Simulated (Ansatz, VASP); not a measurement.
Fe2O3 in VASP and in Ansatz

```
CELL_PARAMETERS angstrom
2.51900 1.45435 4.59067
-2.51900 1.45435 4.59067
0.00000 -2.90869 4.59067
ATOMIC_POSITIONS crystal
Fe 0.35530 0.35530 0.35530
Fe 0.14470 0.14470 0.14470
Fe 0.64470 0.64470 0.64470
Fe 0.85530 0.85530 0.85530
O 0.55590 0.25000 0.94410
O 0.25000 0.94410 0.55590
O 0.94410 0.55590 0.25000
O 0.44410 0.75000 0.05590
O 0.75000 0.05590 0.44410
O 0.05590 0.44410 0.75000
```

Alike in both runs: task relaxation of cell and atoms; functional PBE; k mesh 7 × 7 × 7; occupations fermi-dirac, width 0.05 eV; collinear spin.

```csv
,VASP,Ansatz
version,VASP 6.6.1,Ansatz 0.2.0
potentials or method,"VASP PAW PBE potentials, release 64 (Fe, O)",Ansatz PAW
plane-wave cutoff (eV),600,420
valence electrons in the cell,68,100
```

```tsv
	VASP	Ansatz	Ansatz less VASP
net moment per atom (μB)	0.40	0.40	0.000
size of the moment on the site where the two differ most (μB)	0.94	0.86	-0.081
relaxed volume (Å³/atom)	8.79	8.75	-0.038
relaxed length of the cell vector where the two differ most in proportion (Å)	5.227	5.222	-0.0049
```

Site moments also hang on the region over which each program counts them. VASP's potentials hold 68 valence electrons a cell and Ansatz's 100, so a difference there can come from the potentials and not from the codes.

Noted on Ansatz's run: the plane-wave basis is chosen anew once the cell has moved, so the energies of steps on either side of that aren't comparable.
